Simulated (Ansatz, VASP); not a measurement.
SnS2: VASP beside Ansatz

INCAR

```
PREC = Accurate
ENCUT = 400
EDIFF = 1E-6
ISMEAR = 0
SIGMA = 0.05
LREAL = F
LASPH = T
NELM = 120
ALGO = Normal
ISIF = 2
LWAVE = F
LCHARG = F
LDIPOL = T
IDIPOL = 3
DIPOL = 0.5 0.5 0.500
GGA = PS
NBANDS = 93
GGA_COMPAT = F
NELMDL = -8
```

The input KPOINTS:

```
Automatic mesh
0
Gamma
  7 3 1
```

Contents of POSCAR:

```
SnS2
1.0
    3.6513143003      0.0000000000      0.0000000000
    0.0000000000      8.7582410527      0.0000000000
    0.0000000000      0.0000000000     26.6078113952
S Sn
12 6
Direct
    0.0000000000      0.4640236812      0.2818721122
    0.0000000000      0.0573941785      0.3070548954
    0.5000000000      0.7247326111      0.3640867107
    0.5000000000      0.3181031084      0.3892694939
    0.0000000000      0.9854415410      0.4463013092
    0.0000000000      0.5788120383      0.4714840924
    0.5000000000      0.2461504708      0.5285159076
    0.5000000000      0.8395209681      0.5536986908
    0.0000000000      0.5068594007      0.6107305061
    0.0000000000      0.1002298980      0.6359132893
    0.5000000000      0.7675683306      0.6929451046
    0.5000000000      0.3609388279      0.7181278878
    0.5000000000      0.2607089299      0.2944635038
    0.0000000000      0.5214178597      0.3766781023
    0.5000000000      0.7821267896      0.4588927008
    0.0000000000      0.0428357195      0.5411072992
    0.5000000000      0.3035446494      0.6233218977
    0.0000000000      0.5642535792      0.7055364962
```

Input for Ansatz:

```yaml
crystal:
  lattice:
    - [3.6513143003, 0.0, 0.0]
    - [0.0, 8.7582410527, 0.0]
    - [0.0, 0.0, 26.6078113952]
  atoms:
    - { symbol: S, position: [0.0, 0.4640236812, 0.2818721122] }
    - { symbol: Sn, position: [0.5, 0.2607089299, 0.2944635038] }
    - { symbol: S, position: [0.0, 0.0573941785, 0.3070548954] }
    - { symbol: S, position: [0.5, 0.7247326111, 0.3640867107] }
    - { symbol: Sn, position: [0.0, 0.5214178597, 0.3766781023] }
    - { symbol: S, position: [0.5, 0.3181031084, 0.3892694939] }
    - { symbol: S, position: [0.0, 0.985441541, 0.4463013092] }
    - { symbol: Sn, position: [0.5, 0.7821267896, 0.4588927008] }
    - { symbol: S, position: [0.0, 0.5788120383, 0.4714840924] }
    - { symbol: S, position: [0.5, 0.2461504708, 0.5285159076] }
    - { symbol: Sn, position: [0.0, 0.0428357195, 0.5411072992] }
    - { symbol: S, position: [0.5, 0.8395209681, 0.5536986908] }
    - { symbol: S, position: [0.0, 0.5068594007, 0.6107305061] }
    - { symbol: Sn, position: [0.5, 0.3035446494, 0.6233218977] }
    - { symbol: S, position: [0.0, 0.100229898, 0.6359132893] }
    - { symbol: S, position: [0.5, 0.7675683306, 0.6929451046] }
    - { symbol: Sn, position: [0.0, 0.5642535792, 0.7055364962] }
    - { symbol: S, position: [0.5, 0.3609388279, 0.7181278878] }
basis:
  ecutwfc: 420
kpoints:
  mp_grid: { grid: [7, 3, 1] }
hamiltonian:
  xc: pbesol
scf:
  occupations: { method: gaussian, width: 0.05 }
output:
  forces: true
  stress: true
  eigenvalues: true
  write_density: true
  write_potential: true
  elf: true
  volumetric_format: npy
efield:
  axis: 3
  dipole_correction: true
  ramp_width: 0.04
```

Alike in both runs: task single point; functional PBEsol; k mesh 7 × 3 × 1; occupations gaussian, width 0.05 eV; no spin polarisation.

|  | VASP | Ansatz |
| --- | --- | --- |
| version | VASP 6.6.1 | Ansatz 0.2.0 |
| potentials or method | VASP PAW PBE potentials, release 64 (S, Sn_d), cutoff 400 eV | scalar-relativistic, plane waves, PAW |
| valence electrons in the cell | 156 | 156 |

Ansatz gave:

| Quantity | Value |
| --- | --- |
| gap on the k mesh at the Fermi level (eV) | 0.94 |
| least direct gap on the mesh (eV) | 1.01 |
| rms of the force components (eV/Å) | 0.543 |

Task: Which values does VASP return?

Result: gap on the k mesh at the Fermi level (eV): 0.93; least direct gap on the mesh (eV): 1.00; rms of the force components (eV/Å): 0.546.

VASP's potentials were made for PBE, not for PBEsol. Ansatz's warnings: xc potential rough in thin density.
